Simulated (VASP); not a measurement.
The system is CuO.

```
Cu O
1.0
     3.28802    0.00000    0.00000
    -1.64401    2.84751    0.00000
     0.00000    0.00000    5.38502
Cu O
2 2
Direct
  0.66667 0.33333 0.00000
  0.33333 0.66667 0.50000
  0.66667 0.33333 0.62520
  0.33333 0.66667 0.12520
```

Base run:

| Quantity | Value |
| --- | --- |
| Program | VASP 6.6.1 |
| Functional | PBE |
| Potentials or basis | VASP PAW PBE potentials, release 64 (Cu, O) |
| Cutoff | 520 eV |
| k mesh | 9 × 9 × 5 |
| Occupations | fermi-dirac, width 0.05 eV |
| Spin | no spin polarisation |
| Hubbard terms | Cu d U = 5.3 eV |

Its results: band gap on the k mesh zero (bands 17 and 18 overlap by 1.43 eV); pressure -10.1 GPa; largest force 0.031 eV/Å.

Problem. The run is repeated on the same cell with these changes: hubbard terms from Cu d U = 5.3 eV to Cu d U = 3.0 eV. What comes out?

Solution. Band gap on the k mesh zero (bands 17 and 18 overlap by 1.39 eV); pressure -9.6 GPa; largest force 0.050 eV/Å.

Caveats: the cell stands under tension; U without spin polarisation on a metal has little footing.
